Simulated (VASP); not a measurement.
# AlTlS3 (P3m1) in VASP: notebook

AlTlS3 is run at these levels: PBE; tasks: single point.

Everything below comes from runs of VASP 6.6.1. Logs are shortened: lines on timing, memory, paths and dates and some standing lists are left out, and cuts for length are marked.

## (1) The cell of the first run

The structure is trigonal, space group P3m1 (No. 156). Conventional cell: a = 3.714 Å, b = 3.714 Å, c = 9.978 Å, α = 90.00°, β = 90.00°, γ = 120.00°. Within 3.2 Å of Al (site symmetry 3m) lie 6 S at 2.39 to 2.65 Å. Tl (site symmetry 3m) has 6 S at 2.57 to 2.91 Å within 3.4 Å. Within 3.5 Å of S (site symmetry 3m) lie 3 Al at 2.65 Å and 3 Tl at 2.91 Å and 3 S at 3.38 Å. S (site symmetry 3m) has 3 Al at 2.39 Å within 3.2 Å. S (site symmetry 3m) has 3 Tl at 2.57 Å within 3.4 Å.

## (2) Single point, PBE

The input, INCAR:

```
  ALGO = Normal
  EDIFF = 1E-6
  ENCUT = 520
  GGA = PE
  ISIF = 2
  ISMEAR = 0
  LASPH = T
  LCHARG = F
  LREAL = F
  LWAVE = F
  NBANDS = 25
  NELM = 80
  PREC = Accurate
  SIGMA = 0.1
```

The input, KPOINTS:

```
k-points
0
Gamma
  6 6 2
```

The input, POSCAR:

```
AlTlS3
1.0
    3.7142537198      0.0000000000      0.0000000000
   -1.8571268599      3.2166380774      0.0000000000
    0.0000000000      0.0000000000      9.9777258461
Al Tl S
1 1 3
Direct
    0.6666666667      0.3333333333      0.1802167619
    0.3333333333      0.6666666667      0.8259491349
    0.0000000000      0.0000000000      0.0238114681
    0.3333333333      0.6666666667      0.2856855457
    0.6666666667      0.3333333333      0.6843370895
```

Potentials or basis: VASP PAW PBE potentials, release 64 (Al, Tl_d, S).

The run is started by

```
cat potpaw_PBE.64/Al/POTCAR potpaw_PBE.64/Tl_d/POTCAR potpaw_PBE.64/S/POTCAR > POTCAR
mpirun -np 1 vasp_std > vasp.out
```

OUTCAR:

```text
EDIFF = 1E-6
   ENCUT = 520
   GGA = PE
   ISIF = 2
   ISMEAR = 0
   LASPH = T
   LREAL = F
   NELM = 80
   PREC = Accurate

 ion  position               nearest neighbor table
   1  0.667  0.333  0.180-   4 2.39   4 2.39   4 2.39   3 2.65   3 2.65   3 2.65
   2  0.333  0.667  0.826-   5 2.57   5 2.57   5 2.57   3 2.91   3 2.91   3 2.91
   3  0.000  0.000  0.024-   1 2.65   1 2.65   1 2.65   2 2.91   2 2.91   2 2.91
   4  0.333  0.667  0.286-   1 2.39   1 2.39   1 2.39
   5  0.667  0.333  0.684-   2 2.57   2 2.57   2 2.57

  LATTYP: Found a hexagonal cell.
 ALAT       =     3.7142537198
 C/A-ratio  =     2.6863339445

  Lattice vectors:

 A1 = (   3.7142537198,   0.0000000000,   0.0000000000)
 A2 = (  -1.8571268599,   3.2166380774,   0.0000000000)
 A3 = (   0.0000000000,   0.0000000000,   9.9777258461)

Analysis of symmetry for initial positions (statically):
=====================================================================
 Subroutine PRICEL returns:
 Original cell was already a primitive cell.

 Routine SETGRP: Setting up the symmetry group for a
 hexagonal supercell.

 Subroutine GETGRP returns: Found  6 space group operations
 (whereof  6 operations were pure point group operations)
 out of a pool of 24 trial point group operations.

The static configuration has the point symmetry C_3v.

Analysis of symmetry for dynamics (positions and initial velocities):
=====================================================================
 Subroutine PRICEL returns:
 Original cell was already a primitive cell.

 Routine SETGRP: Setting up the symmetry group for a
 hexagonal supercell.

 Subroutine GETGRP returns: Found  6 space group operations
 (whereof  6 operations were pure point group operations)
 out of a pool of 24 trial point group operations.

The dynamic configuration has the point symmetry C_3v.

 Subroutine INISYM returns: Found  6 space group operations
 (whereof  6 operations are pure point group operations),
 and found     1 'primitive' translations

----------------------------------------------------------------------------------------

                                     Primitive cell

  volume of cell :     119.2080

  direct lattice vectors                    reciprocal lattice vectors
     3.714253720  0.000000000  0.000000000     0.269233088  0.155441796  0.000000000
    -1.857126860  3.216638077  0.000000000     0.000000000  0.310883592  0.000000000
     0.000000000  0.000000000  9.977725846     0.000000000  0.000000000  0.100223239

  length of vectors
     3.714253720  3.714253720  9.977725846     0.310883592  0.310883592  0.100223239

  position of ions in fractional coordinates (direct lattice)
     0.666666667  0.333333333  0.180216762
     0.333333333  0.666666667  0.825949135
     0.000000000  0.000000000  0.023811468
     0.333333333  0.666666667  0.285685546
     0.666666667  0.333333333  0.684337089

  ion indices of the primitive-cell ions
   primitive index   ion index
                 1           1
                 2           2
                 3           3
                 4           4
                 5           5

----------------------------------------------------------------------------------------

 KPOINTS: k-points

Automatic generation of k-mesh.
 Grid dimensions read from file:
 generate k-points for:    6    6    2

 Generating k-lattice:

  Cartesian coordinates                     Fractional coordinates (reciprocal lattice)
     0.044872181  0.025906966  0.000000000     0.166666667  0.000000000  0.000000000
     0.000000000  0.051813932  0.000000000     0.000000000  0.166666667  0.000000000
     0.000000000  0.000000000  0.050111619     0.000000000  0.000000000  0.500000000

  Length of vectors
     0.051813932  0.051813932  0.050111619

  Shift w.r.t. Gamma in fractional coordinates (k-lattice)
     0.000000000  0.000000000  0.000000000

 Subroutine IBZKPT returns following result:
 ===========================================

 Found     14 irreducible k-points:

 Following reciprocal coordinates:
            Coordinates               Weight
  0.000000  0.000000  0.000000      1.000000
  0.166667  0.000000  0.000000      6.000000
  0.333333  0.000000  0.000000      6.000000
  0.500000  0.000000  0.000000      3.000000
  0.166667  0.166667  0.000000      6.000000
  0.333333  0.166667  0.000000     12.000000
  0.333333  0.333333  0.000000      2.000000
  0.000000  0.000000  0.500000      1.000000
  0.166667  0.000000  0.500000      6.000000
  0.333333  0.000000  0.500000      6.000000
  0.500000  0.000000  0.500000      3.000000
  0.166667  0.166667  0.500000      6.000000
  0.333333  0.166667  0.500000     12.000000
  0.333333  0.333333  0.500000      2.000000
   k-points           NKPTS =     14   k-points in BZ     NKDIM =     14   number of bands    NBANDS=     25
   number of dos      NEDOS =    301   number of ions     NIONS =      5
   total plane-waves  NPLWV =  62720
   dimension x,y,z NGX =    28 NGY =   28 NGZ =   80
   dimension x,y,z NGXF=    56 NGYF=   56 NGZF=  160
   ions per type =               1   1   3
   NGX,Y,Z   is equivalent  to a cutoff of  12.53, 12.53, 13.33 a.u.
   NGXF,Y,Z  is equivalent  to a cutoff of  25.06, 25.06, 26.66 a.u.
 SYSTEM =  unknown system
   PREC   = accura    normal or accurate (medium, high low for compatibility)
   ISTART =      0    job   : 0-new  1-cont  2-samecut
   ICHARG =      2    charge: 1-file 2-atom 10-const
   ISPIN  =      1    spin polarized calculation?
   LNONCOLLINEAR =      F non collinear calculations
   LSORBIT =      F    spin-orbit coupling
   LASPH  =      T    aspherical Exc in radial PAW
   ENCUT  =  520.0 eV  38.22 Ry    6.18 a.u.   6.91  6.91 18.55*2*pi/ulx,y,z
   NELM   =     80;   NELMIN=  2; NELMDL= -5     # of ELM steps
   EDIFF  = 0.1E-05   stopping-criterion for ELM
   LREAL  =      F    real-space projection
   EDIFFG = 0.1E-04   stopping-criterion for IOM
   NSW    =      0    number of steps for IOM
   IBRION =     -1    ionic relax: 0-MD 1-quasi-New 2-CG
   NFREE  =      0    steps in history (QN), initial steepest desc. (CG)
   ISIF   =      2    stress and relaxation
   ISYM   =      2    0-nonsym 1-usesym 2-fastsym
   POTIM  = 0.5000    time-step for ionic-motion
   TEBEG  =    0.0;   TEEND  =   0.0 temperature during run
   PSTRESS=    0.0 pullay stress
   NELECT =      34.0000    total number of electrons
   NUPDOWN=      -1.0000    fix difference up-down
   EMIN   =  10.00;   EMAX   =-10.00  energy-range for DOS
   EFERMI =   0.00;   METHOD = LEGACY
   ISMEAR =     0;   SIGMA  =   0.10  broadening in eV -4-tet -1-fermi 0-gaus
   EFERMI_NEDOS =   21; number of points for ismear=-14 and -15
   IALGO  =     38    algorithm
   IMIX   =      4    mixing-type and parameters
     AMIX     =   0.40;   BMIX     =  1.00
     AMIX_MAG =   1.60;   BMIX_MAG =  1.00
  volume/ion in A,a.u.               =      23.84       160.89
  Fermi-wavevector in a.u.,A,eV,Ry     =   1.077621  2.036408 15.799996  1.161267
  Thomas-Fermi vector in A             =   2.213538
   LORBIT       =      0    0 simple, 1 ext, 2 COOP (PROOUT), +10 PAW based schemes
   GGA     = PE    functional components
   LHFCALC =     F    Hartree Fock is set to
   AEXX    =    0.0000 exact exchange contribution
   IVDW    =     0    specifies the selected vdW correction
   LEPSILON=     F    determine dielectric tensor
   LRPA    =     F    only Hartree local field effects (RPA)
 non-spin polarized calculation
 Gauss-broadening in eV      SIGMA  =   0.10
  energy-cutoff  :      520.00
  volume of cell :      119.21
 maximum number of plane-waves:      3229
 NGX is ok and might be reduce to    28
   NGX = 13   NGY = 13   NGZ = 37

 number of electron      34.0000000 magnetization

 Free energy of the ion-electron system (eV)
  ---------------------------------------------------
  ext. energy  EPLUGINS =         0.00000000
  ---------------------------------------------------
  free energy    TOTEN  =       -20.50026691 eV

  energy without entropy =      -20.50016997  energy(sigma->0) =      -20.50021844

 E-fermi :   3.5161     XC(G=0):  -8.9457

 val. band max:        3.3132127505   @ k =   0.0000   0.0000   0.5000
 cond. band min:       3.7135129323   @ k =   0.5000   0.0000   0.0000
 fundamental gap:      0.4003001818
 Fermi energy:         3.5160892241

 k-point     1 :       0.0000    0.0000    0.0000
  band No.  band energies     occupation
      1     -10.0008      2.00000
      2      -9.3512      2.00000
      3      -8.3700      2.00000
      4      -7.5701      2.00000
      5      -7.5701      2.00000
      6      -7.4170      2.00000
[... 17 lines left out ...]
     24      10.5333      0.00000
     25      10.5333      0.00000

 k-point     2 :       0.1667    0.0000    0.0000
  band No.  band energies     occupation
      1      -9.7430      2.00000
      2      -9.2737      2.00000
      3      -8.3558      2.00000
      4      -7.5149      2.00000
      5      -7.4765      2.00000
      6      -7.3806      2.00000
[... 17 lines left out ...]
     24      10.4181      0.00000
     25      10.7040      0.00000

 k-point     3 :       0.3333    0.0000    0.0000
  band No.  band energies     occupation
      1      -9.3155      2.00000
      2      -9.0107      2.00000
      3      -8.1260      2.00000
      4      -7.4796      2.00000
      5      -7.4628      2.00000
      6      -7.2822      2.00000
[... 272 lines left out ...]
 k-point    13 :       0.3333    0.1667    0.5000
  band No.  band energies     occupation
      1      -9.2458      2.00000
      2      -8.6914      2.00000
      3      -8.0440      2.00000
      4      -7.4431      2.00000
      5      -7.3446      2.00000
      6      -7.2674      2.00000
[... 17 lines left out ...]
     24      10.7517      0.00000
     25      11.4286      0.00000

 k-point    14 :       0.3333    0.3333    0.5000
  band No.  band energies     occupation
      1      -9.1770      2.00000
      2      -8.6318      2.00000
      3      -7.9660      2.00000
      4      -7.3331      2.00000
      5      -7.3300      2.00000
      6      -7.2471      2.00000
[... 17 lines left out ...]
     24      11.1346      0.00000
     25      11.6898      0.00000

------------------------ aborting loop because EDIFF is reached ----------------------------------------

  FORCE on cell =-STRESS in cart. coord.  units (eV):
  Direction    XX          YY          ZZ          XY          YZ          ZX
  --------------------------------------------------------------------------------------
  -------------------------------------------------------------------------------------
  Total       -0.0585599     -0.0585599     -0.0275508      0.0000000      0.0000000     -0.0000000
  in kB       -0.7870560     -0.7870560     -0.3702875      0.0000000      0.0000000     -0.0000000
  external PRESSURE =      -0.6481332 kB  Pullay stress =       0.0000000 kB

 VOLUME and BASIS-vectors are now :
 -----------------------------------------------------------------------------
  energy-cutoff  :      520.00
  volume of cell :      119.21
      direct lattice vectors                 reciprocal lattice vectors
     3.714253720  0.000000000  0.000000000     0.269233088  0.155441796  0.000000000
    -1.857126860  3.216638077  0.000000000     0.000000000  0.310883592  0.000000000
     0.000000000  0.000000000  9.977725846     0.000000000  0.000000000  0.100223239

 POSITION                                       TOTAL-FORCE (eV/Angst)
 -----------------------------------------------------------------------------------
      1.85713      1.07221      1.79815         0.000000     -0.000000      0.005704
     -0.00000      2.14443      8.24109        -0.000000      0.000000     -0.017300
      0.00000      0.00000      0.23758         0.000000     -0.000000      0.005342
     -0.00000      2.14443      2.85049         0.000000     -0.000000     -0.010332
      1.85713      1.07221      6.82813        -0.000000     -0.000000      0.016586
 -----------------------------------------------------------------------------------
    total drift:                               -0.000000      0.000000      0.000210

  FREE ENERGIE OF THE ION-ELECTRON SYSTEM (eV)
  ---------------------------------------------------
  free  energy   TOTEN  =       -20.5002669119 eV

  energy  without entropy=      -20.5001699661  energy(sigma->0) =      -20.50021844
```

Run time: 40 s. Hardware: 1 thread of Intel Xeon Platinum 8488C (Sapphire Rapids), shared host; peak memory 0.25 GiB.

Results:

```
Free energy            : -20.5003 eV
Pressure               : -0.1 GPa
Largest force          : 0.017 eV/Å
Band gap on the k mesh : 0.40 eV, indirect (least direct gap 0.90 eV)
```

Forces on the atoms (eV/Å):
```
Al   0.000  0.000  0.006
Tl   0.000  0.000 -0.017
S    0.000  0.000  0.005
S    0.000  0.000 -0.010
S    0.000  0.000  0.017
```

Caveat: spin-orbit coupling is left out, which moves the levels of the heavy elements; this functional lacks dispersion, which binds the layers, so the pressure and a relaxed spacing across them are unreliable. A k mesh can miss the band edges.

## (3) Single point, PBE

This run uses another cell than the first one, of 29.37 Å³/atom, 1.232 times its volume.

The input, INCAR:

```
PREC = Accurate
ENCUT = 520
EDIFF = 1E-6
ISMEAR = 0
SIGMA = 0.1
LREAL = False
LASPH = True
NELM = 60
ALGO = Normal
ISIF = 2
LWAVE = False
LCHARG = False
GGA = PE
NBANDS = 25
```

The input, KPOINTS:

```
regular mesh
0
Gamma
  6 6 2
```

The input, POSCAR:

```
AlTlS3
1.0
    4.7540003600      0.0000000000      0.0000000000
   -2.3770001800      4.1170850800      0.0000000000
    0.0000000000      0.0000000000      7.5018285100
Al Tl S
1 1 3
Direct
    0.6666666700      0.3333333300      0.2250700000
    0.3333333300      0.6666666700      0.7796450300
    0.0000000000      0.0000000000      0.0044930000
    0.3333333300      0.6666666700      0.3649359900
    0.6666666700      0.3333333300      0.6258559800
```

Potentials or basis: VASP PAW PBE potentials, release 64 (Al, Tl_d, S).

The run is started by

```
cat potpaw_PBE.64/Al/POTCAR potpaw_PBE.64/Tl_d/POTCAR potpaw_PBE.64/S/POTCAR > POTCAR
mpirun -np 1 vasp_std > vasp.out
```

Run time: 47 s. Hardware: 1 thread of Intel Xeon Platinum 8488C (Sapphire Rapids), shared host; peak memory 0.27 GiB.

Results (log left out):

```yaml
Free_energy: -16.4842 eV
Pressure: -9.7 GPa
Largest_force: 1.150 eV/Å
Band_gap_on_the_k_mesh: zero (band 17 reaches 2.02 eV, above the bottom of band 18 at 1.58 eV)
```

Forces on the atoms (eV/Å):
```
Al   0.000  0.000  1.018
Tl   0.000  0.000 -0.356
S    0.000  0.000  0.722
S    0.000  0.000 -1.150
S    0.000  0.000 -0.234
```

Stress tensor (GPa, compression positive):
```
-11.73   0.00   0.00
  0.00 -11.73   0.00
  0.00   0.00  -5.73
```

Levels at points of the mesh, in eV from the Fermi level:
```csv
k point,band 15,band 16,band 17,band 18,band 19,band 20
"(0.00, 0.00, 0.00)",-1.04,-0.63,-0.63,-0.38,1.23,3.43
"(0.50, 0.00, 0.00)",-0.95,-0.83,-0.63,-0.01,1.47,4.19
"(0.00, 0.00, 0.50)",-1.07,-0.67,-0.67,0.50,0.80,2.67
"(0.50, 0.00, 0.50)",-1.42,-0.19,0.01,0.40,0.94,3.13
```

Caveat: the k points lie up to 0.42 Å⁻¹ apart; spin-orbit coupling is left out, which moves the levels of the heavy elements; forces of over 1 eV/Å act on the atoms, so gaps and moduli don't describe the material at rest.
